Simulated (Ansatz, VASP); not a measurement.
## Two plane-wave programs on K3TaO3

```
CELL_PARAMETERS angstrom
4.69030 -5.78704 0.00000
4.69030 5.78704 0.00000
0.00000 0.00000 5.93283
ATOMIC_POSITIONS crystal
K 0.39443 0.60557 0.75000
K 0.90273 0.68690 0.75000
K 0.31310 0.09727 0.75000
K 0.60557 0.39443 0.25000
K 0.68690 0.90273 0.25000
K 0.09727 0.31310 0.25000
Ta 0.79886 0.20114 0.75000
Ta 0.20114 0.79886 0.25000
O 0.05023 0.29987 0.75000
O 0.70013 0.94977 0.75000
O 0.63672 0.36328 0.75000
O 0.29987 0.05023 0.25000
O 0.94977 0.70013 0.25000
O 0.36328 0.63672 0.25000
```

Alike in both runs: functional PBE; k mesh 4 × 4 × 6; occupations gaussian, width 0.02 eV; no spin polarisation.

Ansatz relaxed the structure, and its values are those at the end. VASP's run is a single point on that final structure, the one shown.

```csv
,VASP,Ansatz
version,VASP 6.6.1,Ansatz 0.2.0
potentials or method,"VASP PAW PBE potentials, release 64 (K_sv, Ta_pv, O), cutoff 520 eV","scalar-relativistic, plane waves, PAW"
valence electrons in the cell,112,116
```

Ansatz gave:

```
gap on the k mesh at the Fermi level (eV) : 1.83
least direct gap on the mesh (eV)         : 1.84
pressure (GPa)                            : 0.0
rms of the force components (eV/Å)        : 0.002
```

Problem. Estimate VASP's values.

Solution. gap on the k mesh at the Fermi level (eV): 1.84; least direct gap on the mesh (eV): 1.86; pressure (GPa): 0.4; rms of the force components (eV/Å): 0.066.

The functional is the same, so the differences come from potentials, cutoffs and numerics. VASP's potentials hold 112 valence electrons a cell and Ansatz's 116, so a difference there can come from the potentials and not from the codes.

Spin-orbit coupling is off throughout.
